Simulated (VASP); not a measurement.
A run of VASP 6.6.1 is set up as follows.

File INCAR:

```
  PREC = Accurate
  ENCUT = 600
  EDIFF = 1E-7
  ISMEAR = 0
  SIGMA = 0.1
  LREAL = False
  LASPH = True
  NELM = 100
  ALGO = Normal
  ISIF = 3
  LWAVE = False
  LCHARG = False
  GGA = PE
  IBRION = 2
  NSW = 100
  EDIFFG = -0.01
```

File KPOINTS:

```
regular mesh
0
Gamma
  16 16 16
```

Contents of POSCAR:

```
LiLu
1.0
    0.0000000000      2.9403867011      2.9403867011
    2.9403867011      0.0000000000      2.9403867011
    2.9403867011      2.9403867011      0.0000000000
Li Lu
1 1
Direct
    0.5000000000      0.5000000000      0.5000000000
    0.0000000000      0.0000000000      0.0000000000
```

Potentials or basis: VASP PAW PBE potentials, release 64 (Li_sv, Lu).

Run with:

```sh
$ cat potpaw_PBE.64/Li_sv/POTCAR potpaw_PBE.64/Lu/POTCAR > POTCAR
$ mpirun -np 1 vasp_std > vasp.out
```

Problem. Predict the relaxed cell.

Solution. a = 4.169 Å, b = 4.169 Å, c = 4.169 Å, α = 60.00°, β = 60.00°, γ = 60.00°.

Problem. Estimate the space group after relaxing (to 0.05 Å).

Solution. Fm-3m (No. 225).

Problem. Predict the band gap on the k mesh.

Solution. Zero (band 14 reaches 3.05 eV, above the bottom of band 15 at 0.92 eV).

Final structure:
```yaml
crystal:
  lattice:
    - [0.00000, 2.94798, 2.94798]
    - [2.94798, 0.00000, 2.94798]
    - [2.94798, 2.94798, 0.00000]
  atoms:
    - { symbol: Li, position: [0.50000, 0.50000, 0.50000] }
    - { symbol: Lu, position: [0.00000, 0.00000, 0.00000] }
```

Caveat: spin-orbit coupling is left out, which moves the levels of the heavy elements.
